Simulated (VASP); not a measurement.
# AlN (Cc) in VASP: notebook

The runs below take AlN through single point, with LDA.

All numbers are computed with VASP 6.6.1; they aren't measurements. Logs are shortened: lines on timing, memory, paths and dates and some standing lists are left out, and cuts for length are marked.

## (1) The cell of the first run

The structure is monoclinic, space group Cc (No. 9). Conventional cell: a = 3.123 Å, b = 5.350 Å, c = 5.129 Å, α = 90.00°, β = 106.84°, γ = 90.00°. Al (site symmetry 1) has 4 N at 1.86 to 2.01 Å within 2.5 Å. N (site symmetry 1) has 4 Al at 1.86 to 2.01 Å within 2.5 Å.

## (2) Single point, LDA (engineering shear strain xz -0.3000, normal strain along z +0.0267)

INCAR

```
  PREC = Accurate
  ENCUT = 520
  EDIFF = 1E-6
  ISMEAR = 0
  SIGMA = 0.05
  LREAL = False
  LASPH = True
  NELM = 100
  ALGO = Normal
  ISIF = 2
  LWAVE = False
  LCHARG = False
  GGA = CA
  NBANDS = 16
```

KPOINTS

```
Automatic mesh
0
Gamma
  9 9 6
```

POSCAR

```
AlN
1.0
    3.0886152983      0.0000000000     -0.4632922947
   -1.5443076491      2.6748193108      0.2316461474
   -0.7415376399      0.0000000000      5.0755779659
Al N
2 2
Direct
    0.3504512143      0.6632238939      0.0100314537
    0.6872273205      0.3367761061      0.5100314537
    0.3257773798      0.6892332944      0.3749685463
    0.6365440854      0.3107667056      0.8749685463
```

Potentials or basis: VASP PAW LDA potentials, release 64 (Al, N).

Started as:

```sh
$ cat potpaw_LDA.64/Al/POTCAR potpaw_LDA.64/N/POTCAR > POTCAR
$ mpirun -np 1 vasp_std > vasp.out
```

OUTCAR:

```text
PREC = Accurate
   ENCUT = 520
   EDIFF = 1E-6
   ISMEAR = 0
   LREAL = False
   LASPH = True
   NELM = 100
   ISIF = 2
   GGA = CA

 ion  position               nearest neighbor table
   1  0.350  0.663  0.010-   4 1.86   4 1.87   3 1.91   4 2.01   2 2.73   2 2.73   2 3.13   2 3.13

   2  0.687  0.337  0.510-   3 1.86   3 1.87   4 1.91   3 2.01   1 2.73   1 2.73   1 3.13   1 3.13

   3  0.326  0.689  0.375-   2 1.86   2 1.87   1 1.91   2 2.01
   4  0.637  0.311  0.875-   1 1.86   1 1.87   2 1.91   1 2.01

  LATTYP: Found a base centered monoclinic cell.
 ALAT       =     3.1231689373
 B/A-ratio  =     1.7128880086
 C/A-ratio  =     1.6423898498
 COS(beta)  =    -0.2897472219

  Lattice vectors:

 A1 = (   1.5443076491,  -2.6748193108,  -0.2316461474)
 A2 = (   1.5443076492,   2.6748193108,  -0.2316461473)
 A3 = (  -0.7415376399,   0.0000000000,   5.0755779659)

Analysis of symmetry for initial positions (statically):
=====================================================================
 Subroutine PRICEL returns:
 Original cell was already a primitive cell.

 Routine SETGRP: Setting up the symmetry group for a
 base centered monoclinic supercell.

 Subroutine GETGRP returns: Found  2 space group operations
 (whereof  1 operations were pure point group operations)
 out of a pool of  4 trial point group operations.

The static configuration has the point symmetry C_1 .
 The point group associated with its full space group is C_1h.

Analysis of symmetry for dynamics (positions and initial velocities):
=====================================================================
 Subroutine PRICEL returns:
 Original cell was already a primitive cell.

 Routine SETGRP: Setting up the symmetry group for a
 base centered monoclinic supercell.

 Subroutine GETGRP returns: Found  2 space group operations
 (whereof  1 operations were pure point group operations)
 out of a pool of  4 trial point group operations.

The dynamic configuration has the point symmetry C_1 .
 The point group associated with its full space group is C_1h.

 Subroutine INISYM returns: Found  2 space group operations
 (whereof  1 operations are pure point group operations),
 and found     1 'primitive' translations

----------------------------------------------------------------------------------------

                                     Primitive cell

  volume of cell :      41.0129

  direct lattice vectors                    reciprocal lattice vectors
     3.088615298  0.000000000 -0.463292295     0.331024034  0.186928514  0.048362331
    -1.544307649  2.674819311  0.231646147     0.000000000  0.373857029  0.000000000
    -0.741537640  0.000000000  5.075577966     0.030215452 -0.000000000  0.201436349

  length of vectors
     3.123168937  3.097289847  5.129460962     0.383220688  0.373857029  0.203689902

  position of ions in fractional coordinates (direct lattice)
     0.350451214  0.663223894  0.010031454
     0.687227320  0.336776106  0.510031454
     0.325777380  0.689233294  0.374968546
     0.636544085  0.310766706  0.874968546

  ion indices of the primitive-cell ions
   primitive index   ion index
                 1           1
                 2           2
                 3           3
                 4           4

----------------------------------------------------------------------------------------

 KPOINTS: Automatic mesh

Automatic generation of k-mesh.
 Grid dimensions read from file:
 generate k-points for:    9    9    6

 Generating k-lattice:

  Cartesian coordinates                     Fractional coordinates (reciprocal lattice)
     0.036780448  0.020769835  0.005373592     0.111111111  0.000000000  0.000000000
     0.000000000  0.041539670  0.000000000     0.000000000  0.111111111  0.000000000
     0.005035909 -0.000000000  0.033572725     0.000000000  0.000000000  0.166666667

  Length of vectors
     0.042580076  0.041539670  0.033948317

  Shift w.r.t. Gamma in fractional coordinates (k-lattice)
     0.000000000  0.000000000  0.000000000

 Subroutine IBZKPT returns following result:
 ===========================================

 Found    140 irreducible k-points:

 Following reciprocal coordinates:
            Coordinates               Weight
  0.000000  0.000000  0.000000      1.000000
  0.111111 -0.000000 -0.000000      4.000000
  0.222222  0.000000  0.000000      4.000000
  0.333333  0.000000  0.000000      4.000000
  0.444444  0.000000  0.000000      4.000000
  0.000000  0.111111  0.000000      2.000000
[... 16 lines left out ...]
  0.333333  0.333333  0.000000      2.000000
  0.000000  0.444444  0.000000      2.000000
 [... further k-points ...]
   k-points           NKPTS =    140   k-points in BZ     NKDIM =    140   number of bands    NBANDS=     16
   number of dos      NEDOS =    301   number of ions     NIONS =      4
   total plane-waves  NPLWV =  23040
   dimension x,y,z NGX =    24 NGY =   24 NGZ =   40
   dimension x,y,z NGXF=    48 NGYF=   48 NGZF=   80
   ions per type =               2   2
   NGX,Y,Z   is equivalent  to a cutoff of  12.78, 12.88, 12.96 a.u.
   NGXF,Y,Z  is equivalent  to a cutoff of  25.55, 25.76, 25.93 a.u.
 SYSTEM =  unknown system
   PREC   = accura    normal or accurate (medium, high low for compatibility)
   ISTART =      0    job   : 0-new  1-cont  2-samecut
   ICHARG =      2    charge: 1-file 2-atom 10-const
   ISPIN  =      1    spin polarized calculation?
   LNONCOLLINEAR =      F non collinear calculations
   LSORBIT =      F    spin-orbit coupling
   LASPH  =      T    aspherical Exc in radial PAW
   ENCUT  =  520.0 eV  38.22 Ry    6.18 a.u.   5.81  5.76  9.54*2*pi/ulx,y,z
   NELM   =    100;   NELMIN=  2; NELMDL= -5     # of ELM steps
   EDIFF  = 0.1E-05   stopping-criterion for ELM
   LREAL  =      F    real-space projection
   EDIFFG = 0.1E-04   stopping-criterion for IOM
   NSW    =      0    number of steps for IOM
   IBRION =     -1    ionic relax: 0-MD 1-quasi-New 2-CG
   NFREE  =      0    steps in history (QN), initial steepest desc. (CG)
   ISIF   =      2    stress and relaxation
   ISYM   =      2    0-nonsym 1-usesym 2-fastsym
   POTIM  = 0.5000    time-step for ionic-motion
   TEBEG  =    0.0;   TEEND  =   0.0 temperature during run
   PSTRESS=    0.0 pullay stress
   NELECT =      16.0000    total number of electrons
   NUPDOWN=      -1.0000    fix difference up-down
   EMIN   =  10.00;   EMAX   =-10.00  energy-range for DOS
   EFERMI =   0.00;   METHOD = LEGACY
   ISMEAR =     0;   SIGMA  =   0.05  broadening in eV -4-tet -1-fermi 0-gaus
   EFERMI_NEDOS =   21; number of points for ismear=-14 and -15
   IALGO  =     38    algorithm
   IMIX   =      4    mixing-type and parameters
     AMIX     =   0.40;   BMIX     =  1.00
     AMIX_MAG =   1.60;   BMIX_MAG =  1.00
  volume/ion in A,a.u.               =      10.25        69.19
  Fermi-wavevector in a.u.,A,eV,Ry     =   1.196212  2.260512 19.468879  1.430922
  Thomas-Fermi vector in A             =   2.332158
   LORBIT       =      0    0 simple, 1 ext, 2 COOP (PROOUT), +10 PAW based schemes
   GGA     = CA    functional components
   LHFCALC =     F    Hartree Fock is set to
   AEXX    =    0.0000 exact exchange contribution
   IVDW    =     0    specifies the selected vdW correction
   LEPSILON=     F    determine dielectric tensor
   LRPA    =     F    only Hartree local field effects (RPA)
 non-spin polarized calculation
 Gauss-broadening in eV      SIGMA  =   0.05
  energy-cutoff  :      520.00
  volume of cell :       41.01
 maximum number of plane-waves:      1117
   NGX = 11   NGY = 11   NGZ = 19

 number of electron      16.0000003 magnetization

 Free energy of the ion-electron system (eV)
  ---------------------------------------------------
  ext. energy  EPLUGINS =         0.00000000
  ---------------------------------------------------
  free energy    TOTEN  =       -31.68688106 eV

  energy without entropy =      -31.68688106  energy(sigma->0) =      -31.68688106

 E-fermi :   7.1465     XC(G=0): -11.3799

 val. band max:        6.9168121028   @ k =   0.0000   0.0000   0.0000
 cond. band min:       9.7060607130   @ k =   0.0000   0.0000   0.0000
 fundamental gap:      2.7892486103
 Fermi energy:         7.1464528824

 k-point     1 :       0.0000    0.0000    0.0000
  band No.  band energies     occupation
      1      -8.9620      2.00000
      2      -6.5432      2.00000
      3       0.0582      2.00000
      4       5.1532      2.00000
      5       5.5759      2.00000
      6       5.6571      2.00000
[... 8 lines left out ...]
     15      18.5369      0.00000
     16      19.8465      0.00000

 k-point     2 :       0.1111   -0.0000   -0.0000
  band No.  band energies     occupation
      1      -8.7881      2.00000
      2      -6.4730      2.00000
      3       0.2810      2.00000
      4       4.6205      2.00000
      5       4.9918      2.00000
      6       5.2838      2.00000
[... 8 lines left out ...]
     15      18.6102      0.00000
     16      19.9819      0.00000

 k-point     3 :       0.2222    0.0000    0.0000
  band No.  band energies     occupation
      1      -8.2936      2.00000
      2      -6.2897      2.00000
      3       0.8709      2.00000
      4       3.1046      2.00000
      5       3.7219      2.00000
      6       4.8351      2.00000
[... 8 lines left out ...]
     15      19.0611      0.00000
     16      20.0474      0.00000

 k-point     4 :       0.3333    0.0000    0.0000
  band No.  band energies     occupation
      1      -7.5792      2.00000
      2      -6.0961      2.00000
      3       1.2874      2.00000
      4       1.5874      2.00000
      5       3.0039      2.00000
      6       4.4460      2.00000
[... 8 lines left out ...]
     15      19.5301      0.00000
     16      19.8157      0.00000

 k-point     5 :       0.4444    0.0000    0.0000
  band No.  band energies     occupation
      1      -6.9014      2.00000
      2      -6.0681      2.00000
      3       0.4882      2.00000
      4       1.0973      2.00000
      5       3.6468      2.00000
      6       4.2222      2.00000
[... 8 lines left out ...]
     15      19.9177      0.00000
     16      20.4456      0.00000

 k-point     6 :       0.0000    0.1111    0.0000
  band No.  band energies     occupation
      1      -8.7957      2.00000
      2      -6.4512      2.00000
      3       0.2518      2.00000
      4       4.5689      2.00000
      5       5.2059      2.00000
      6       5.3661      2.00000
[... 8 lines left out ...]
     15      18.7605      0.00000
     16      19.5073      0.00000
[... 267 lines left out ...]
 k-point    21 :       0.1111    0.3333   -0.0000
  band No.  band energies     occupation
      1      -7.1635      2.00000
      2      -5.9741      2.00000
      3       1.2927      2.00000
      4       2.1453      2.00000
      5       2.3939      2.00000
      6       3.9517      2.00000
[... 8 lines left out ...]
     15      20.0846      0.00000
     16      21.6769      0.00000

 k-point    22 :       0.2222    0.3333    0.0000
  band No.  band energies     occupation
      1      -6.6420      2.00000
      2      -6.0132      2.00000
      3       1.2169      2.00000
      4       1.9012      2.00000
      5       2.6662      2.00000
      6       3.1686      2.00000
[... 8 lines left out ...]
     15      19.8131      0.00000
     16      20.7132      0.00000

 k-point    23 :       0.3333    0.3333    0.0000
  band No.  band energies     occupation
      1      -6.2544      2.00000
      2      -6.1932      2.00000
      3       1.3094      2.00000
      4       1.6132      2.00000
      5       2.2195      2.00000
      6       2.7113      2.00000
[... 8 lines left out ...]
     15      20.1025      0.00000
     16      20.1876      0.00000

 k-point    24 :       0.0000    0.4444    0.0000
  band No.  band energies     occupation
      1      -6.9373      2.00000
      2      -6.0381      2.00000
      3       0.9588      2.00000
      4       1.8660      2.00000
      5       2.6651      2.00000
      6       3.9940      2.00000
[... 8 lines left out ...]
     15      20.8917      0.00000
     16      21.8836      0.00000

 [... further k-points ...]
[... 5 lines left out ...]
  --------------------------------------------------------------------------------------
  -------------------------------------------------------------------------------------
  Total       -4.0476808      0.2885331      1.0725471      0.0000000      0.0000000      7.1229323
  in kB     -158.1234961     11.2716042     41.8992777      0.0000000      0.0000000    278.2588397
  external PRESSURE =     -34.9842047 kB  Pullay stress =       0.0000000 kB

 VOLUME and BASIS-vectors are now :
 -----------------------------------------------------------------------------
  energy-cutoff  :      520.00
  volume of cell :       41.01
      direct lattice vectors                 reciprocal lattice vectors
     3.088615298  0.000000000 -0.463292295     0.331024034  0.186928514  0.048362331
    -1.544307649  2.674819311  0.231646147     0.000000000  0.373857029  0.000000000
    -0.741537640  0.000000000  5.075577966     0.030215452 -0.000000000  0.201436349

 POSITION                                       TOTAL-FORCE (eV/Angst)
 -----------------------------------------------------------------------------------
      0.05075      1.77400      0.04219         0.026264     -0.012135     -0.001586
      1.22429      0.90082      2.34833         0.026264      0.012135     -0.001586
     -0.33624      1.84357      1.91191        -0.026264     -0.011341      0.001586
      0.83730      0.83124      4.21805        -0.026264      0.011341      0.001586
 -----------------------------------------------------------------------------------
    total drift:                               -0.000536      0.000000     -0.000076

  FREE ENERGIE OF THE ION-ELECTRON SYSTEM (eV)
  ---------------------------------------------------
  free  energy   TOTEN  =       -31.6868810611 eV

  energy  without entropy=      -31.6868810611  energy(sigma->0) =      -31.68688106
```

It took 23 s on 1 thread of Intel Xeon 6975P-C (Granite Rapids), shared host; peak memory 0.19 GiB.

What came out:

```
Free energy            : -31.6869 eV
Pressure               : -3.5 GPa
Largest force          : 0.029 eV/Å
Band gap on the k mesh : 2.79 eV, direct
```

Forces on the atoms (eV/Å):
```
Al   0.026 -0.012 -0.002
Al   0.026  0.012 -0.002
N   -0.026 -0.011  0.002
N   -0.026  0.011  0.002
```

Caveat: the cell differs from its parent crystal (engineering shear strain xz -0.3000, normal strain along z +0.0267).

## (3) Single point, LDA (engineering shear strain xz -0.1000, normal strain along z +0.0133)

INCAR

```
SYSTEM = AlN
  PREC = Accurate
  ENCUT = 520
  EDIFF = 1E-6
  ISMEAR = 0
  SIGMA = 0.05
  LREAL = .FALSE.
  LASPH = .TRUE.
  NELM = 60
  ALGO = Normal
  ISIF = 2
  LWAVE = .FALSE.
  LCHARG = .FALSE.
  GGA = CA
  NBANDS = 16
```

KPOINTS

```
regular mesh
0
G
  9 9 6
  0 0 0
```

POSCAR

```
AlN
1.0
    3.0886152983      0.0000000000     -0.1544307649
   -1.5443076491      2.6748193108      0.0772153825
   -0.2471792133      0.0000000000      5.0093339367
Al N
2 2
Direct
    0.3389653631      0.6663910245      0.0033217364
    0.6725743386      0.3336089755      0.5033217364
    0.3288115121      0.6691627259      0.3816782636
    0.6596487862      0.3308372741      0.8816782636
```

Potentials or basis: VASP PAW LDA potentials, release 64 (Al, N).

Started as:

```sh
$ cat potpaw_LDA.64/Al/POTCAR potpaw_LDA.64/N/POTCAR > POTCAR
$ mpirun -np 1 vasp_std > vasp.out
```

OUTCAR:

```text
SYSTEM = AlN
   PREC = Accurate
   ENCUT = 520
   EDIFF = 1E-6
   ISMEAR = 0
   LREAL = .FALSE.
   LASPH = .TRUE.
   NELM = 60
   ISIF = 2
   GGA = CA

 ion  position               nearest neighbor table
   1  0.339  0.666  0.003-   4 1.87   4 1.88   3 1.90   4 1.91   2 2.95   2 2.95   2 3.08   2 3.08
                             2 3.20   2 3.20
   2  0.673  0.334  0.503-   3 1.87   3 1.88   4 1.90   3 1.91   1 2.95   1 2.95   1 3.08   1 3.08
                             1 3.20   1 3.20
   3  0.329  0.669  0.382-   2 1.87   2 1.88   1 1.90   2 1.91
   4  0.660  0.331  0.882-   1 1.87   1 1.88   2 1.90   1 1.91

  LATTYP: Found a base centered monoclinic cell.
 ALAT       =     3.0924736575
 B/A-ratio  =     1.7298897951
 C/A-ratio  =     1.6218177280
 COS(beta)  =    -0.0990992109

  Lattice vectors:

 A1 = (   1.5443076491,  -2.6748193108,  -0.0772153825)
 A2 = (   1.5443076492,   2.6748193108,  -0.0772153824)
 A3 = (  -0.2471792133,   0.0000000000,   5.0093339367)

Analysis of symmetry for initial positions (statically):
=====================================================================
 Subroutine PRICEL returns:
 Original cell was already a primitive cell.

 Routine SETGRP: Setting up the symmetry group for a
[... 173 lines left out ...]

 E-fermi :   6.4577     XC(G=0): -11.3032

 val. band max:        6.2054105911   @ k =   0.0000   0.0000   0.0000
 cond. band min:      10.2287433616   @ k =   0.0000   0.0000   0.0000
 fundamental gap:      4.0233327705
 Fermi energy:         6.4576834438

 k-point     1 :       0.0000    0.0000    0.0000
  band No.  band energies     occupation
      1      -9.0823      2.00000
      2      -6.8501      2.00000
      3      -0.1205      2.00000
      4       5.1985      2.00000
      5       5.2351      2.00000
      6       5.6102      2.00000
[... 433 lines left out ...]
      3       0.6120      2.00000
      4       1.8505      2.00000
      5       2.4127      2.00000
      6       4.0314      2.00000
[... 8 lines left out ...]
     15      18.7907      0.00000
     16      21.0883      0.00000

 [... further k-points ...]
[... 5 lines left out ...]
  --------------------------------------------------------------------------------------
  -------------------------------------------------------------------------------------
  Total       -0.6179783     -0.0929042     -0.7430994     -0.0000000     -0.0000000      2.8288563
  in kB      -23.9838217     -3.6056244    -28.8397866     -0.0000000     -0.0000000    109.7882898
  external PRESSURE =     -18.8097443 kB  Pullay stress =       0.0000000 kB

 VOLUME and BASIS-vectors are now :
 -----------------------------------------------------------------------------
  energy-cutoff  :      520.00
  volume of cell :       41.28
      direct lattice vectors                 reciprocal lattice vectors
     3.088615298  0.000000000 -0.154430765     0.324570460  0.186928514  0.016015517
    -1.544307649  2.674819311  0.077215382     0.000000000  0.373857029  0.000000000
    -0.247179213  0.000000000  5.009333937     0.010006054 -0.000000000  0.200121074

 POSITION                                       TOTAL-FORCE (eV/Angst)
 -----------------------------------------------------------------------------------
      0.01700      1.78248      0.01575         0.013395     -0.002821      0.003716
      1.43772      0.89234      2.44320         0.013395      0.002821      0.003716
     -0.11216      1.78989      1.91284        -0.013395     -0.002276     -0.003716
      1.30855      0.88493      4.34030        -0.013395      0.002276     -0.003716
 -----------------------------------------------------------------------------------
    total drift:                                0.000024      0.000000     -0.000214

  FREE ENERGIE OF THE ION-ELECTRON SYSTEM (eV)
  ---------------------------------------------------
  free  energy   TOTEN  =       -32.6952280503 eV

  energy  without entropy=      -32.6952280503  energy(sigma->0) =      -32.69522805
```

stdout:

```text
POSCAR found type information on POSCAR AlN
 POSCAR found :  2 types and       4 ions
 scaLAPACK will be used
 LDA part: xc-table for (Slater(with rela. corr.)+CA(PZ))
 , standard interpolation
 POSCAR, INCAR and KPOINTS ok, starting setup
 FFT: planning ... GRIDC
 FFT: planning ... GRID_SOFT
 FFT: planning ... GRID
 WAVECAR not read
 entering main loop
```

Run time: 22 s. Hardware: 1 thread of Intel Xeon 6975P-C (Granite Rapids), shared host; peak memory 0.19 GiB.

What came out:

* Free energy: -32.6952 eV
* Pressure: -1.9 GPa
* Largest force: 0.014 eV/Å
* Band gap on the k mesh: 4.02 eV, direct

Forces in eV/Å, atoms in the order of the input:
```
Al   0.013 -0.003  0.004
Al   0.013  0.003  0.004
N   -0.013 -0.002 -0.004
N   -0.013  0.002 -0.004
```

Stress tensor (GPa, compression positive):
```
-2.40  0.00 10.98
 0.00 -0.36  0.00
10.98  0.00 -2.88
```

Caveat: the cell differs from its parent crystal (engineering shear strain xz -0.1000, normal strain along z +0.0133). A k mesh can miss the band edges.

(Continued in part 2 of 2.)
